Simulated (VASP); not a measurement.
# Se (P3_121) in VASP: a series of runs

The runs below take Se through single point, with PBEsol.

Program: VASP 6.6.1. These are calculated values, not measurements. Logs are shortened: lines on timing, memory, paths and dates and some standing lists are left out, and cuts for length are marked.

### Step 1. The cell of the first run

It takes space group P3_121 (No. 152, trigonal). The conventional cell has a = 4.424 Å, b = 4.424 Å, c = 5.019 Å, α = 90.00°, β = 90.00°, γ = 120.00°. Se (site symmetry 2) has 2 Se at 2.40 Å within 3.2 Å.

### Step 2. Single point, PBEsol (volume scaled by 1.04)

Contents of INCAR:

```
ALGO = Normal ; EDIFF = 1E-6
ENCUT = 520 ; GGA = PS
ISIF = 2 ; ISMEAR = -1
LASPH = T ; LCHARG = F
LREAL = F ; LWAVE = F
NBANDS = 16 ; NELM = 100
PREC = Accurate ; SIGMA = 0.05
```

Contents of KPOINTS:

```
k-points
0
Gamma
  7 7 6
```

Contents of POSCAR:

```
Se
1.0
    4.4236565890      0.0000000000      0.0000000000
   -2.2118282945      3.8309989837      0.0000000000
    0.0000000000      0.0000000000      5.0187864228
Se
3
Direct
    0.7746000000      0.7746000000      0.0000000000
    0.0000000000      0.2254000000      0.6666666667
    0.2254000000      0.0000000000      0.3333333333
```

Potentials or basis: VASP PAW PBE potentials, release 64 (Se).

On the command line:

```sh
$ cat potpaw_PBE.64/Se/POTCAR > POTCAR
$ mpirun -np 1 vasp_std > vasp.out
```

OUTCAR:

```text
EDIFF = 1E-6
   ENCUT = 520
   GGA = PS
   ISIF = 2
   ISMEAR = -1
   LASPH = T
   LREAL = F
   NELM = 100
   PREC = Accurate

 ion  position               nearest neighbor table
   1  0.775  0.775  0.000-   3 2.40   2 2.40
   2  0.000  0.225  0.667-   1 2.40   3 2.40
   3  0.225  0.000  0.333-   1 2.40   2 2.40

  LATTYP: Found a hexagonal cell.
 ALAT       =     4.4236565890
 C/A-ratio  =     1.1345334616

  Lattice vectors:

 A1 = (   4.4236565890,   0.0000000000,   0.0000000000)
 A2 = (  -2.2118282945,   3.8309989837,   0.0000000000)
 A3 = (   0.0000000000,   0.0000000000,   5.0187864228)

Analysis of symmetry for initial positions (statically):
=====================================================================
 Subroutine PRICEL returns:
 Original cell was already a primitive cell.

 Routine SETGRP: Setting up the symmetry group for a
 hexagonal supercell.

 Subroutine GETGRP returns: Found  6 space group operations
 (whereof  2 operations were pure point group operations)
 out of a pool of 24 trial point group operations.

The static configuration has the point symmetry C_2 .
 The point group associated with its full space group is D_3 .

Analysis of symmetry for dynamics (positions and initial velocities):
=====================================================================
 Subroutine PRICEL returns:
 Original cell was already a primitive cell.

 Routine SETGRP: Setting up the symmetry group for a
 hexagonal supercell.

 Subroutine GETGRP returns: Found  6 space group operations
 (whereof  2 operations were pure point group operations)
 out of a pool of 24 trial point group operations.

The dynamic configuration has the point symmetry C_2 .
 The point group associated with its full space group is D_3 .

 Subroutine INISYM returns: Found  6 space group operations
 (whereof  2 operations are pure point group operations),
 and found     1 'primitive' translations

----------------------------------------------------------------------------------------

                                     Primitive cell

  volume of cell :      85.0535

  direct lattice vectors                    reciprocal lattice vectors
     4.423656589  0.000000000  0.000000000     0.226057331  0.130514261  0.000000000
    -2.211828295  3.830998984  0.000000000     0.000000000  0.261028521  0.000000000
     0.000000000  0.000000000  5.018786423     0.000000000  0.000000000  0.199251356

  length of vectors
     4.423656589  4.423656589  5.018786423     0.261028521  0.261028521  0.199251356

  position of ions in fractional coordinates (direct lattice)
     0.774600000  0.774600000  0.000000000
     0.000000000  0.225400000  0.666666667
     0.225400000  0.000000000  0.333333333

  ion indices of the primitive-cell ions
   primitive index   ion index
                 1           1
                 2           2
                 3           3

----------------------------------------------------------------------------------------

 KPOINTS: k-points

Automatic generation of k-mesh.
 Grid dimensions read from file:
 generate k-points for:    7    7    6

 Generating k-lattice:

  Cartesian coordinates                     Fractional coordinates (reciprocal lattice)
     0.032293904  0.018644894  0.000000000     0.142857143  0.000000000  0.000000000
     0.000000000  0.037289789  0.000000000     0.000000000  0.142857143  0.000000000
     0.000000000  0.000000000  0.033208559     0.000000000  0.000000000  0.166666667

  Length of vectors
     0.037289789  0.037289789  0.033208559

  Shift w.r.t. Gamma in fractional coordinates (k-lattice)
     0.000000000  0.000000000  0.000000000

 Subroutine IBZKPT returns following result:
 ===========================================

 Found     40 irreducible k-points:

 Following reciprocal coordinates:
            Coordinates               Weight
  0.000000  0.000000  0.000000      1.000000
  0.142857  0.000000  0.000000      6.000000
  0.285714  0.000000  0.000000      6.000000
  0.428571  0.000000  0.000000      6.000000
  0.142857  0.142857  0.000000      6.000000
  0.285714  0.142857  0.000000     12.000000
[... 16 lines left out ...]
  0.000000  0.142857  0.333333      6.000000
  0.285714  0.000000  0.333333      6.000000
 [... further k-points ...]
   k-points           NKPTS =     40   k-points in BZ     NKDIM =     40   number of bands    NBANDS=     16
   number of dos      NEDOS =    301   number of ions     NIONS =      3
   total plane-waves  NPLWV =  51840
   dimension x,y,z NGX =    36 NGY =   36 NGZ =   40
   dimension x,y,z NGXF=    72 NGYF=   72 NGZF=   80
   ions per type =               3
   NGX,Y,Z   is equivalent  to a cutoff of  13.53, 13.53, 13.25 a.u.
   NGXF,Y,Z  is equivalent  to a cutoff of  27.06, 27.06, 26.50 a.u.
 SYSTEM =  unknown system
   PREC   = accura    normal or accurate (medium, high low for compatibility)
   ISTART =      0    job   : 0-new  1-cont  2-samecut
   ICHARG =      2    charge: 1-file 2-atom 10-const
   ISPIN  =      1    spin polarized calculation?
   LNONCOLLINEAR =      F non collinear calculations
   LSORBIT =      F    spin-orbit coupling
   LASPH  =      T    aspherical Exc in radial PAW
   ENCUT  =  520.0 eV  38.22 Ry    6.18 a.u.   8.23  8.23  9.33*2*pi/ulx,y,z
   NELM   =    100;   NELMIN=  2; NELMDL= -5     # of ELM steps
   EDIFF  = 0.1E-05   stopping-criterion for ELM
   LREAL  =      F    real-space projection
   EDIFFG = 0.1E-04   stopping-criterion for IOM
   NSW    =      0    number of steps for IOM
   IBRION =     -1    ionic relax: 0-MD 1-quasi-New 2-CG
   NFREE  =      0    steps in history (QN), initial steepest desc. (CG)
   ISIF   =      2    stress and relaxation
   ISYM   =      2    0-nonsym 1-usesym 2-fastsym
   POTIM  = 0.5000    time-step for ionic-motion
   TEBEG  =    0.0;   TEEND  =   0.0 temperature during run
   PSTRESS=    0.0 pullay stress
   NELECT =      18.0000    total number of electrons
   NUPDOWN=      -1.0000    fix difference up-down
   EMIN   =  10.00;   EMAX   =-10.00  energy-range for DOS
   EFERMI =   0.00;   METHOD = LEGACY
   ISMEAR =    -1;   SIGMA  =   0.05  broadening in eV -4-tet -1-fermi 0-gaus
   EFERMI_NEDOS =   21; number of points for ismear=-14 and -15
   IALGO  =     38    algorithm
   IMIX   =      4    mixing-type and parameters
     AMIX     =   0.40;   BMIX     =  1.00
     AMIX_MAG =   1.60;   BMIX_MAG =  1.00
  volume/ion in A,a.u.               =      28.35       191.32
  Fermi-wavevector in a.u.,A,eV,Ry     =   0.975592  1.843602 12.949753  0.951780
  Thomas-Fermi vector in A             =   2.106144
   LORBIT       =      0    0 simple, 1 ext, 2 COOP (PROOUT), +10 PAW based schemes
   GGA     = PS    functional components
   LHFCALC =     F    Hartree Fock is set to
   AEXX    =    0.0000 exact exchange contribution
   IVDW    =     0    specifies the selected vdW correction
   LEPSILON=     F    determine dielectric tensor
   LRPA    =     F    only Hartree local field effects (RPA)
 non-spin polarized calculation
  energy-cutoff  :      520.00
  volume of cell :       85.05
 maximum number of plane-waves:      2310
 NGX is ok and might be reduce to    36
   NGX = 17   NGY = 17   NGZ = 19

 number of electron      17.9999999 magnetization

 Free energy of the ion-electron system (eV)
  ---------------------------------------------------
  ext. energy  EPLUGINS =         0.00000000
  ---------------------------------------------------
  free energy    TOTEN  =       -11.47154854 eV

  energy without entropy =      -11.47154778  energy(sigma->0) =      -11.47154816

 E-fermi :   2.7282     XC(G=0):  -8.8686

 val. band max:        2.1647626125   @ k =   0.4286   0.1429   0.5000
 cond. band min:       3.2963474869   @ k =   0.2857   0.2857   0.5000
 fundamental gap:      1.1315848745
 Fermi energy:         2.7281557382

 k-point     1 :       0.0000    0.0000    0.0000
  band No.  band energies     occupation
      1     -13.3769      2.00000
      2      -9.4644      2.00000
      3      -9.4644      2.00000
      4      -1.5595      2.00000
      5      -1.5595      2.00000
      6      -1.4242      2.00000
[... 8 lines left out ...]
     15       8.6104      0.00000
     16      10.5177      0.00000

 k-point     2 :       0.1429    0.0000    0.0000
  band No.  band energies     occupation
      1     -13.3030      2.00000
      2      -9.5320      2.00000
      3      -9.4591      2.00000
      4      -2.0731      2.00000
      5      -1.7884      2.00000
      6      -1.2712      2.00000
[... 8 lines left out ...]
     15       9.1649      0.00000
     16      10.4606      0.00000

 k-point     3 :       0.2857    0.0000    0.0000
  band No.  band energies     occupation
      1     -13.1205      2.00000
      2      -9.7143      2.00000
      3      -9.4465      2.00000
      4      -2.5652      2.00000
      5      -2.1258      2.00000
      6      -1.2883      2.00000
[... 8 lines left out ...]
     15      10.2600      0.00000
     16      11.1545      0.00000

 k-point     4 :       0.4286    0.0000    0.0000
  band No.  band energies     occupation
      1     -12.9521      2.00000
      2      -9.8958      2.00000
      3      -9.4359      2.00000
      4      -2.7467      2.00000
      5      -2.3418      2.00000
      6      -1.1877      2.00000
[... 8 lines left out ...]
     15      11.3840      0.00000
     16      11.9940      0.00000
[... 324 lines left out ...]
 k-point    22 :       0.1429    0.0000    0.3333
  band No.  band energies     occupation
      1     -12.8104      2.00000
      2     -11.4216      2.00000
      3      -7.8515      2.00000
      4      -2.4638      2.00000
      5      -1.6123      2.00000
      6      -1.0718      2.00000
[... 8 lines left out ...]
     15       9.7168      0.00000
     16       9.8798      0.00000

 k-point    23 :       0.0000    0.1429    0.3333
  band No.  band energies     occupation
      1     -12.8094      2.00000
      2     -11.4248      2.00000
      3      -7.8418      2.00000
      4      -2.4942      2.00000
      5      -1.6956      2.00000
      6      -1.0926      2.00000
[... 8 lines left out ...]
     15       9.5039      0.00000
     16      10.1895      0.00000

 k-point    24 :       0.2857    0.0000    0.3333
  band No.  band energies     occupation
      1     -12.6480      2.00000
      2     -11.3215      2.00000
      3      -8.2121      2.00000
      4      -2.7928      2.00000
      5      -2.0952      2.00000
      6      -1.2812      2.00000
[... 8 lines left out ...]
     15       9.6602      0.00000
     16      10.2442      0.00000

 [... further k-points ...]

------------------------ aborting loop because EDIFF is reached ----------------------------------------

  FORCE on cell =-STRESS in cart. coord.  units (eV):
  Direction    XX          YY          ZZ          XY          YZ          ZX
  --------------------------------------------------------------------------------------
  -------------------------------------------------------------------------------------
  Total       -0.9704076     -0.9704076     -0.8086742      0.0000000      0.0000000      0.0000000
  in kB      -18.2798499    -18.2798499    -15.2332309      0.0000000      0.0000000      0.0000000
  external PRESSURE =     -17.2643102 kB  Pullay stress =       0.0000000 kB

 VOLUME and BASIS-vectors are now :
 -----------------------------------------------------------------------------
  energy-cutoff  :      520.00
  volume of cell :       85.05
      direct lattice vectors                 reciprocal lattice vectors
     4.423656589  0.000000000  0.000000000     0.226057331  0.130514261  0.000000000
    -2.211828295  3.830998984  0.000000000     0.000000000  0.261028521  0.000000000
     0.000000000  0.000000000  5.018786423     0.000000000  0.000000000  0.199251356

 POSITION                                       TOTAL-FORCE (eV/Angst)
 -----------------------------------------------------------------------------------
      1.71328      2.96749      0.00000         0.031236      0.054103     -0.000000
     -0.49855      0.86351      3.34586         0.031236     -0.054103     -0.000000
      0.99709      0.00000      1.67293        -0.062472     -0.000000      0.000000
 -----------------------------------------------------------------------------------
    total drift:                                0.000001      0.000001     -0.000000

  FREE ENERGIE OF THE ION-ELECTRON SYSTEM (eV)
  ---------------------------------------------------
  free  energy   TOTEN  =       -11.4715485416 eV

  energy  without entropy=      -11.4715477821  energy(sigma->0) =      -11.47154816
```

Run time: 56 s. Hardware: 1 thread of Intel Xeon Platinum 8488C (Sapphire Rapids), shared host; peak memory 0.22 GiB.

Results:

```
Free energy            : -11.4715 eV
Pressure               : -1.7 GPa
Largest force          : 0.062 eV/Å
Band gap on the k mesh : 1.13 eV, indirect (least direct gap 1.38 eV)
```

Forces in eV/Å, atoms in the order of the input:
```
Se   0.031  0.054  0.000
Se   0.031 -0.054  0.000
Se  -0.062  0.000  0.000
```

Caveat: the PAW data sets were made with another functional, which shifts forces and pressure a little. A k mesh can miss the band edges.

### Step 3. Single point, PBEsol (volume scaled by 1.06)

Contents of INCAR:

```
ALGO     = Normal         # electronic algorithm
EDIFF    = 1E-6           # SCF threshold, eV
ENCUT    = 520            # plane-wave cutoff, eV
GGA      = PS             # functional
ISIF     = 2              # what is computed and relaxed
ISMEAR   = -1             # smearing method
LASPH    = True           # aspherical terms in the spheres
LCHARG   = True           # write CHGCAR
LELF     = True           # ELF
LREAL    = False          # projectors in reciprocal space
LVHAR    = True         
LWAVE    = False          # write WAVECAR
NBANDS   = 16             # bands
NELM     = 100            # most SCF steps
PREC     = Accurate       # precision mode
SIGMA    = 0.05           # smearing width, eV
```

KPOINTS is that of step 2.

Contents of POSCAR:

```
Se
1.0
    4.4518335053      0.0000000000      0.0000000000
   -2.2259167526      3.8554009090      0.0000000000
    0.0000000000      0.0000000000      5.0507540772
Se
3
Direct
    0.7746000000      0.7746000000      0.0000000000
    0.0000000000      0.2254000000      0.6666666667
    0.2254000000      0.0000000000      0.3333333333
```

Potentials or basis: VASP PAW PBE potentials, release 64 (Se).

On the command line:

```sh
$ cat potpaw_PBE.64/Se/POTCAR > POTCAR
$ mpirun -np 1 vasp_std > vasp.out
```

OUTCAR:

```text
EDIFF = 1E-6
   ENCUT = 520
   GGA = PS
   ISIF = 2
   ISMEAR = -1
   LASPH = True
   LREAL = False
   NELM = 100
   PREC = Accurate

 ion  position               nearest neighbor table
   1  0.775  0.775  0.000-   2 2.42   3 2.42
   2  0.000  0.225  0.667-   1 2.42   3 2.42
   3  0.225  0.000  0.333-   1 2.42   2 2.42

  LATTYP: Found a hexagonal cell.
 ALAT       =     4.4518335053
 C/A-ratio  =     1.1345334616

  Lattice vectors:

 A1 = (   4.4518335053,   0.0000000000,   0.0000000000)
 A2 = (  -2.2259167526,   3.8554009090,   0.0000000000)
 A3 = (   0.0000000000,   0.0000000000,   5.0507540772)

Analysis of symmetry for initial positions (statically):
=====================================================================
 Subroutine PRICEL returns:
 Original cell was already a primitive cell.

 Routine SETGRP: Setting up the symmetry group for a
 hexagonal supercell.

 Subroutine GETGRP returns: Found  6 space group operations
 (whereof  2 operations were pure point group operations)
 out of a pool of 24 trial point group operations.

The static configuration has the point symmetry C_2 .
[... 166 lines left out ...]

 val. band max:        1.9748550738   @ k =   0.4286   0.1429   0.5000
 cond. band min:       3.0860792055   @ k =   0.2857   0.2857   0.5000
 fundamental gap:      1.1112241317
 Fermi energy:         2.5308990610

 k-point     1 :       0.0000    0.0000    0.0000
  band No.  band energies     occupation
      1     -13.4119      2.00000
      2      -9.6049      2.00000
      3      -9.6049      2.00000
      4      -1.6882      2.00000
      5      -1.6882      2.00000
      6      -1.5214      2.00000
[... 433 lines left out ...]
      3      -8.3929      2.00000
      4      -2.8726      2.00000
      5      -2.1874      2.00000
      6      -1.3958      2.00000
[... 8 lines left out ...]
     15       9.4643      0.00000
     16      10.0384      0.00000

 [... further k-points ...]

------------------------ aborting loop because EDIFF is reached ----------------------------------------

  FORCE on cell =-STRESS in cart. coord.  units (eV):
  Direction    XX          YY          ZZ          XY          YZ          ZX
  --------------------------------------------------------------------------------------
  -------------------------------------------------------------------------------------
  Total       -1.3697557     -1.3697557     -1.4980731     -0.0000000      0.0000000      0.0000000
  in kB      -25.3156468    -25.3156468    -27.6871919     -0.0000000      0.0000000      0.0000000
  external PRESSURE =     -26.1061618 kB  Pullay stress =       0.0000000 kB

 VOLUME and BASIS-vectors are now :
 -----------------------------------------------------------------------------
  energy-cutoff  :      520.00
  volume of cell :       86.69
      direct lattice vectors                 reciprocal lattice vectors
     4.451833505  0.000000000  0.000000000     0.224626550  0.129688199  0.000000000
    -2.225916753  3.855400909  0.000000000     0.000000000  0.259376398  0.000000000
     0.000000000  0.000000000  5.050754077     0.000000000  0.000000000  0.197990238

 POSITION                                       TOTAL-FORCE (eV/Angst)
 -----------------------------------------------------------------------------------
      1.72420      2.98639      0.00000         0.120353      0.208457     -0.000000
     -0.50172      0.86901      3.36717         0.120353     -0.208457      0.000000
      1.00344      0.00000      1.68358        -0.240706     -0.000000     -0.000000
 -----------------------------------------------------------------------------------
    total drift:                                0.000000      0.000001      0.000000

  FREE ENERGIE OF THE ION-ELECTRON SYSTEM (eV)
  ---------------------------------------------------
  free  energy   TOTEN  =       -11.4493800487 eV

  energy  without entropy=      -11.4493791637  energy(sigma->0) =      -11.44937961
```

stdout:

```text
POSCAR found type information on POSCAR Se
 POSCAR found :  1 types and       3 ions
 scaLAPACK will be used
 -----------------------------------------------------------------------------
|                                                                             |
|                                                                             |
|     You enforced a specific xc type in the INCAR file but a different       |
|     I HOPE YOU KNOW WHAT YOU ARE DOING!                                     |
|                                                                             |
 -----------------------------------------------------------------------------

 LDA part: xc-table for (Slater+PW92), standard interpolation
 POSCAR, INCAR and KPOINTS ok, starting setup
 FFT: planning ... GRIDC
 FFT: planning ... GRID_SOFT
 FFT: planning ... GRID
 WAVECAR not read
 entering main loop
```

Run time: 55 s. Hardware: 1 thread of Intel Xeon Platinum 8488C (Sapphire Rapids), shared host; peak memory 0.22 GiB.

Results:

- Free energy: -11.4494 eV
- Pressure: -2.6 GPa
- Largest force: 0.241 eV/Å
- Band gap on the k mesh: 1.11 eV, indirect (least direct gap 1.36 eV)

Forces on the atoms (eV/Å):
```
Se   0.120  0.208  0.000
Se   0.120 -0.208  0.000
Se  -0.241  0.000  0.000
```

Stress tensor (GPa, compression positive):
```
-2.53  0.00  0.00
 0.00 -2.53  0.00
 0.00  0.00 -2.77
```

Caveat: the PAW data sets were made with another functional, which shifts forces and pressure a little. A k mesh can miss the band edges.
